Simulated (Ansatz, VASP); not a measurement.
**One calculation of Mg, two programs**

```xyz
2
Lattice="3.1877 0.0000 0.0000 -1.5939 2.7607 0.0000 0.0000 0.0000 5.1754" Properties=species:S:1:pos:R:3 pbc="T T T"
Mg    0.0000    1.8404    1.2938
Mg    1.5939    0.9202    3.8815
```

Change from the starting cell: volume scaled by 0.98, PAW files.

Alike in both runs: task electric field gradients; functional PBEsol; k mesh 12 × 12 × 7; occupations fermi-dirac, width 0.08 eV; no spin polarisation.

```csv
,VASP,Ansatz
version,VASP 6.6.1,Ansatz 0.2.0
potentials or method,"VASP PAW PBE potentials, release 64 (Mg)","PAW with Ansatz's default frozen-core files, scalar-relativistic"
plane-wave cutoff (eV),520,420
valence electrons in the cell,4,20
```

|  | VASP | Ansatz | Ansatz less VASP |
| --- | --- | --- | --- |
| pressure (GPa) | -0.5 | -0.4 | +0.05 |
| traceless stress, the component that is largest in VASP (GPa) | -0.53 | -0.53 | +0.002 |
| size of Vzz on the site where it differs most (V/Å²) | 1.0 | 1.1 | +0.08 |

VASP's potentials were made for PBE, not for PBEsol. VASP's potentials hold 4 valence electrons a cell and Ansatz's 20, so a difference there can come from the potentials and not from the codes.
